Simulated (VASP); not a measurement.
# Re (P6_3/mmc) in VASP: a series of runs

Runs on Re. Level: PBE. Tasks: single point, relaxation of shape and atoms at fixed volume.

Everything below comes from runs of VASP 6.6.1. Logs are shortened: lines on timing, memory, paths and dates and some standing lists are left out, and cuts for length are marked.

## Step 1: The cell of the first run

Symmetry: P6_3/mmc, No. 194, hexagonal system. The conventional cell has a = 2.856 Å, b = 2.856 Å, c = 4.613 Å, α = 90.00°, β = 90.00°, γ = 120.00°. Within 3.7 Å of Re (site symmetry -6m2) lie 12 Re at 2.84 to 2.86 Å.

## Step 2: Single point, PBE (volume scaled by 1.09, then relaxed in part)

Input file INCAR:

```
SYSTEM = Re
  ALGO = Fast
  EDIFF = 1E-6
  ENCUT = 520
  GGA = PE
  ISIF = 2
  ISMEAR = 0
  LASPH = .True.
  LCHARG = .False.
  LREAL = .False.
  LWAVE = .False.
  NBANDS = 14
  NELM = 80
  PREC = Accurate
  SIGMA = 0.1
```

Input file KPOINTS:

```
k-points
0
Gamma
  18 18 10
  0 0 0
```

Input file POSCAR:

```
Re
1.0
    2.8562678475      0.0000000000      0.0000000000
   -1.4281339237      2.4736005159      0.0000000000
    0.0000000000      0.0000000000      4.6131466465
Re
2
Direct
    0.3333333333      0.6666666667      0.2500000000
    0.6666666667      0.3333333333      0.7500000000
```

Potentials or basis: VASP PAW PBE potentials, release 64 (Re).

The run is started by

```sh
$ cat potpaw_PBE.64/Re/POTCAR > POTCAR
$ mpirun -np 1 vasp_std > vasp.out
```

OUTCAR:

```text
SYSTEM = Re
   EDIFF = 1E-6
   ENCUT = 520
   GGA = PE
   ISIF = 2
   ISMEAR = 0
   LASPH = .True.
   LREAL = .False.
   NELM = 80
   PREC = Accurate

 ion  position               nearest neighbor table
   1  0.333  0.667  0.250-   2 2.84   2 2.84   2 2.84   2 2.84   2 2.84   2 2.84
   2  0.667  0.333  0.750-   1 2.84   1 2.84   1 2.84   1 2.84   1 2.84   1 2.84

  LATTYP: Found a hexagonal cell.
 ALAT       =     2.8562678475
 C/A-ratio  =     1.6150959549

  Lattice vectors:

 A1 = (   2.8562678475,   0.0000000000,   0.0000000000)
 A2 = (  -1.4281339237,   2.4736005159,   0.0000000000)
 A3 = (   0.0000000000,   0.0000000000,   4.6131466465)

Analysis of symmetry for initial positions (statically):
=====================================================================
 Subroutine PRICEL returns:
 Original cell was already a primitive cell.

 Routine SETGRP: Setting up the symmetry group for a
 hexagonal supercell.

 Subroutine GETGRP returns: Found 24 space group operations
 (whereof 12 operations were pure point group operations)
 out of a pool of 24 trial point group operations.

The static configuration has the point symmetry D_3d.
 The point group associated with its full space group is D_6h.

Analysis of symmetry for dynamics (positions and initial velocities):
=====================================================================
 Subroutine PRICEL returns:
 Original cell was already a primitive cell.

 Routine SETGRP: Setting up the symmetry group for a
 hexagonal supercell.

 Subroutine GETGRP returns: Found 24 space group operations
 (whereof 12 operations were pure point group operations)
 out of a pool of 24 trial point group operations.

The dynamic configuration has the point symmetry D_3d.
 The point group associated with its full space group is D_6h.

 Subroutine INISYM returns: Found 24 space group operations
 (whereof 12 operations are pure point group operations),
 and found     1 'primitive' translations

----------------------------------------------------------------------------------------

                                     Primitive cell

  volume of cell :      32.5931

  direct lattice vectors                    reciprocal lattice vectors
     2.856267847  0.000000000  0.000000000     0.350107222  0.202134499  0.000000000
    -1.428133924  2.473600516  0.000000000     0.000000000  0.404268997  0.000000000
     0.000000000  0.000000000  4.613146646     0.000000000  0.000000000  0.216771778

  length of vectors
     2.856267847  2.856267847  4.613146646     0.404268997  0.404268997  0.216771778

  position of ions in fractional coordinates (direct lattice)
     0.333333333  0.666666667  0.250000000
     0.666666667  0.333333333  0.750000000

  ion indices of the primitive-cell ions
   primitive index   ion index
                 1           1
                 2           2

----------------------------------------------------------------------------------------

 KPOINTS: k-points

Automatic generation of k-mesh.
 Grid dimensions read from file:
 generate k-points for:   18   18   10

 Generating k-lattice:

  Cartesian coordinates                     Fractional coordinates (reciprocal lattice)
     0.019450401  0.011229694  0.000000000     0.055555556  0.000000000  0.000000000
     0.000000000  0.022459389  0.000000000     0.000000000  0.055555556  0.000000000
     0.000000000  0.000000000  0.021677178     0.000000000  0.000000000  0.100000000

  Length of vectors
     0.022459389  0.022459389  0.021677178

  Shift w.r.t. Gamma in fractional coordinates (k-lattice)
     0.000000000  0.000000000  0.000000000

 Subroutine IBZKPT returns following result:
 ===========================================

 Found    222 irreducible k-points:

 Following reciprocal coordinates:
            Coordinates               Weight
  0.000000  0.000000  0.000000      1.000000
  0.055556  0.000000  0.000000      6.000000
  0.111111  0.000000  0.000000      6.000000
  0.166667  0.000000  0.000000      6.000000
  0.222222  0.000000  0.000000      6.000000
  0.277778  0.000000  0.000000      6.000000
[... 16 lines left out ...]
  0.333333  0.111111  0.000000     12.000000
  0.388889  0.111111  0.000000     12.000000
 [... further k-points ...]
   k-points           NKPTS =    222   k-points in BZ     NKDIM =    222   number of bands    NBANDS=     14
   number of dos      NEDOS =    301   number of ions     NIONS =      2
   total plane-waves  NPLWV =  20736
   dimension x,y,z NGX =    24 NGY =   24 NGZ =   36
   dimension x,y,z NGXF=    48 NGYF=   48 NGZF=   72
   ions per type =               2
   NGX,Y,Z   is equivalent  to a cutoff of  13.97, 13.97, 12.97 a.u.
   NGXF,Y,Z  is equivalent  to a cutoff of  27.94, 27.94, 25.95 a.u.
 SYSTEM =  Re
   PREC   = accura    normal or accurate (medium, high low for compatibility)
   ISTART =      0    job   : 0-new  1-cont  2-samecut
   ICHARG =      2    charge: 1-file 2-atom 10-const
   ISPIN  =      1    spin polarized calculation?
   LNONCOLLINEAR =      F non collinear calculations
   LSORBIT =      F    spin-orbit coupling
   LASPH  =      T    aspherical Exc in radial PAW
   ENCUT  =  520.0 eV  38.22 Ry    6.18 a.u.   5.31  5.31  8.58*2*pi/ulx,y,z
   NELM   =     80;   NELMIN=  2; NELMDL= -5     # of ELM steps
   EDIFF  = 0.1E-05   stopping-criterion for ELM
   LREAL  =      F    real-space projection
   EDIFFG = 0.1E-04   stopping-criterion for IOM
   NSW    =      0    number of steps for IOM
   IBRION =     -1    ionic relax: 0-MD 1-quasi-New 2-CG
   NFREE  =      0    steps in history (QN), initial steepest desc. (CG)
   ISIF   =      2    stress and relaxation
   ISYM   =      2    0-nonsym 1-usesym 2-fastsym
   POTIM  = 0.5000    time-step for ionic-motion
   TEBEG  =    0.0;   TEEND  =   0.0 temperature during run
   PSTRESS=    0.0 pullay stress
   NELECT =      14.0000    total number of electrons
   NUPDOWN=      -1.0000    fix difference up-down
   EMIN   =  10.00;   EMAX   =-10.00  energy-range for DOS
   EFERMI =   0.00;   METHOD = LEGACY
   ISMEAR =     0;   SIGMA  =   0.10  broadening in eV -4-tet -1-fermi 0-gaus
   EFERMI_NEDOS =   21; number of points for ismear=-14 and -15
   IALGO  =     68    algorithm
   IMIX   =      4    mixing-type and parameters
     AMIX     =   0.40;   BMIX     =  1.00
     AMIX_MAG =   1.60;   BMIX_MAG =  1.00
  volume/ion in A,a.u.               =      16.30       109.97
  Fermi-wavevector in a.u.,A,eV,Ry     =   1.235214  2.334216 20.759143  1.525754
  Thomas-Fermi vector in A             =   2.369873
   LORBIT       =      0    0 simple, 1 ext, 2 COOP (PROOUT), +10 PAW based schemes
   GGA     = PE    functional components
   LHFCALC =     F    Hartree Fock is set to
   AEXX    =    0.0000 exact exchange contribution
   IVDW    =     0    specifies the selected vdW correction
   LEPSILON=     F    determine dielectric tensor
   LRPA    =     F    only Hartree local field effects (RPA)
 non-spin polarized calculation
 RMM-DIIS sequential band-by-band and
 Gauss-broadening in eV      SIGMA  =   0.10
  energy-cutoff  :      520.00
  volume of cell :       32.59
 maximum number of plane-waves:       899
 NGX is ok and might be reduce to    24
   NGX = 11   NGY = 11   NGZ = 17

 number of electron      14.0000000 magnetization

 Free energy of the ion-electron system (eV)
  ---------------------------------------------------
  ext. energy  EPLUGINS =         0.00000000
  ---------------------------------------------------
  free energy    TOTEN  =       -24.60921717 eV

  energy without entropy =      -24.59991399  energy(sigma->0) =      -24.60456558

 E-fermi :   6.6619     XC(G=0): -13.1725

 val. band max:        6.6607791483   @ k =   0.3333   0.1111   0.4000
 cond. band min:       6.6748757841   @ k =   0.5000   0.0000   0.4000
 fundamental gap:      0.0140966358
 Fermi energy:         6.6619122199

 k-point     1 :       0.0000    0.0000    0.0000
  band No.  band energies     occupation
      1      -2.4884      2.00000
      2       0.7680      2.00000
      3       5.3274      2.00000
      4       5.3401      2.00000
      5       5.3401      2.00000
      6       6.0466      2.00000
      7       6.0466      2.00000
      8       6.8483      0.00839
      9       6.8483      0.00839
     10       7.1330      0.00000
     11       9.5828      0.00000
     12       9.5828      0.00000
     13      15.3745      0.00000
     14      20.6669      0.00000

 k-point     2 :       0.0556    0.0000    0.0000
  band No.  band energies     occupation
      1      -2.3755      2.00000
      2       0.8743      2.00000
      3       5.0204      2.00000
      4       5.4407      2.00000
      5       5.6119      2.00000
      6       5.9689      2.00000
      7       6.1413      2.00000
      8       6.5975      1.63730
      9       6.7652      0.14391
     10       6.8849      0.00161
     11       9.6363      0.00000
     12      10.0969      0.00000
     13      15.3612      0.00000
     14      20.9049      0.00000

 k-point     3 :       0.1111    0.0000    0.0000
  band No.  band energies     occupation
      1      -2.0451      2.00000
      2       1.1747      2.00000
      3       4.6539      2.00000
      4       5.7101      2.00000
      5       5.7392      2.00000
      6       5.7807      2.00000
      7       5.9641      2.00000
      8       6.4208      1.99935
      9       6.5457      1.89969
     10       6.7031      0.56047
     11       9.7703      0.00000
     12      11.1508      0.00000
     13      15.3070      0.00000
     14      21.5419      0.00000
[... 324 lines left out ...]
 k-point    23 :       0.3333    0.1111    0.0000
  band No.  band energies     occupation
      1       1.3611      2.00000
      2       2.0754      2.00000
      3       2.4672      2.00000
      4       4.2111      2.00000
      5       4.9181      2.00000
      6       5.6565      2.00000
      7       5.8190      2.00000
      8       8.6369      0.00000
      9       9.5345      0.00000
     10      10.1460      0.00000
     11      10.6392      0.00000
     12      15.0840      0.00000
     13      15.6622      0.00000
     14      17.8057      0.00000

 k-point    24 :       0.3889    0.1111    0.0000
  band No.  band energies     occupation
      1       1.6393      2.00000
      2       1.9132      2.00000
      3       2.2408      2.00000
      4       4.5399      2.00000
      5       4.8946      2.00000
      6       5.4547      2.00000
      7       6.1119      2.00000
      8       9.4277      0.00000
      9       9.9336      0.00000
     10      10.1620      0.00000
     11      11.4997      0.00000
     12      14.0047      0.00000
     13      15.7755      0.00000
     14      17.0205      0.00000

 [... further k-points ...]
[... 5 lines left out ...]
  --------------------------------------------------------------------------------------
  -------------------------------------------------------------------------------------
  Total       -5.4087790     -5.4087790     -5.4706992     -0.0000000      0.0000000      0.0000000
  in kB     -265.8790187   -265.8790187   -268.9228247     -0.0000000      0.0000000      0.0000000
  external PRESSURE =    -266.8936207 kB  Pullay stress =       0.0000000 kB

 VOLUME and BASIS-vectors are now :
 -----------------------------------------------------------------------------
  energy-cutoff  :      520.00
  volume of cell :       32.59
      direct lattice vectors                 reciprocal lattice vectors
     2.856267847  0.000000000  0.000000000     0.350107222  0.202134499  0.000000000
    -1.428133924  2.473600516  0.000000000     0.000000000  0.404268997  0.000000000
     0.000000000  0.000000000  4.613146646     0.000000000  0.000000000  0.216771778

 POSITION                                       TOTAL-FORCE (eV/Angst)
 -----------------------------------------------------------------------------------
     -0.00000      1.64907      1.15329         0.000000     -0.000000      0.000000
      1.42813      0.82453      3.45986        -0.000000      0.000000      0.000000
 -----------------------------------------------------------------------------------
    total drift:                               -0.000000      0.000000     -0.000000

  FREE ENERGIE OF THE ION-ELECTRON SYSTEM (eV)
  ---------------------------------------------------
  free  energy   TOTEN  =       -24.6092171709 eV

  energy  without entropy=      -24.5999139875  energy(sigma->0) =      -24.60456558
```

Run time: 79 s. Hardware: 1 thread of AMD EPYC 9R45 (Zen 5), shared host; peak memory 0.19 GiB.

What came out:

- Free energy: -24.6092 eV
- Pressure: -26.7 GPa
- Band gap on the k mesh: zero (band 7 reaches 7.89 eV, above the bottom of band 8 at 5.22 eV)

Caveat: spin-orbit coupling is left out, which moves the levels of the heavy elements.

[end of part 1 of 2]
